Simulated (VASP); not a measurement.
A run of VASP 6.6.1 is set up as follows.

Contents of INCAR:

```
SYSTEM = ZnS
PREC = Accurate
ENCUT = 520
EDIFF = 1E-6
ISMEAR = 0
SIGMA = 0.02
LREAL = .FALSE.
LASPH = .TRUE.
NELM = 100
ALGO = Normal
ISIF = 2
LWAVE = .FALSE.
LCHARG = .FALSE.
GGA = PE
NBANDS = 26
```

The input KPOINTS:

```
Automatic mesh
0
G
  8 8 6
  0 0 0
```

The input POSCAR:

```
ZnS
1.0
    2.7483659556      2.7483659556      0.0000000000
   -2.7225062292      2.7225062292      0.0000000000
    0.0000000000      0.0000000000      5.4119938382
Zn S
2 2
Direct
    0.0000000000      0.0000000000     -0.0007849774
    0.5000000000      0.5000000000      0.4992150226
    0.5000000000      0.0000000000      0.7507849774
    0.0000000000      0.5000000000      0.2507849774
```

Potentials or basis: VASP PAW PBE potentials, release 64 (Zn, S).

Command:

```console
$ cat potpaw_PBE.64/Zn/POTCAR potpaw_PBE.64/S/POTCAR > POTCAR
$ mpirun -np 1 vasp_std > vasp.out
```

Question: Estimate the pressure.

Answer: -0.2 GPa.

Question: Estimate the band gap on the k mesh.

Answer: 1.98 eV.

Stress tensor (GPa, compression positive):
```
-0.29 -0.43  0.00
-0.43 -0.29  0.00
 0.00  0.00  0.13
```

Caveat: the cell differs from its parent crystal (uniaxial strain along a: +1.0 %, then relaxed in part).
